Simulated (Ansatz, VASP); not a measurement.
## Two plane-wave programs on Ca3TeRu2

```
Ca Te Ru
1.0
     4.54909    0.00000    0.00000
     0.00000    4.54909    0.00000
     0.00000    0.00000    7.01652
Ca Te Ru
3 1 2
Direct
  0.50000 0.50000 0.00000
  0.00000 0.50000 0.36790
  0.50000 0.00000 0.63210
  0.00000 0.00000 0.00000
  0.00000 0.50000 0.78644
  0.50000 0.00000 0.21356
```

Change from the starting cell: species swapped into the Zr2CuSb3 type (P-4m2, No. 115).

Alike in both runs: functional PBE; k mesh 4 × 4 × 2; occupations gaussian, width 0.1 eV; no spin polarisation.

Ansatz relaxed the structure, and its values are those at the end. VASP's run is a single point on that final structure, the one shown.

|  | VASP | Ansatz |
| --- | --- | --- |
| version | VASP 6.6.1 | Ansatz 0.2.0 |
| potentials or method | VASP PAW PBE potentials, release 64 (Ca_sv, Te, Ru_pv), cutoff 520 eV | scalar-relativistic, plane waves, PAW |
| valence electrons in the cell | 64 | 78 |

VASP gave:

```
gap on the k mesh at the Fermi level (eV) : none
pressure (GPa)                            : 0.1
rms of the force components (eV/Å)        : 0.002
```

Question: What did Ansatz give for the same quantities?

Answer: gap on the k mesh at the Fermi level (eV): none; pressure (GPa): 0.0; rms of the force components (eV/Å): 0.004.

A gap of «none» marks a metal or a gap that the smearing closes. VASP's potentials hold 64 valence electrons a cell and Ansatz's 78, so a difference there can come from the potentials and not from the codes.

The k mesh is coarse, so the values compare programs but aren't converged. Neither program's run includes spin-orbit coupling.
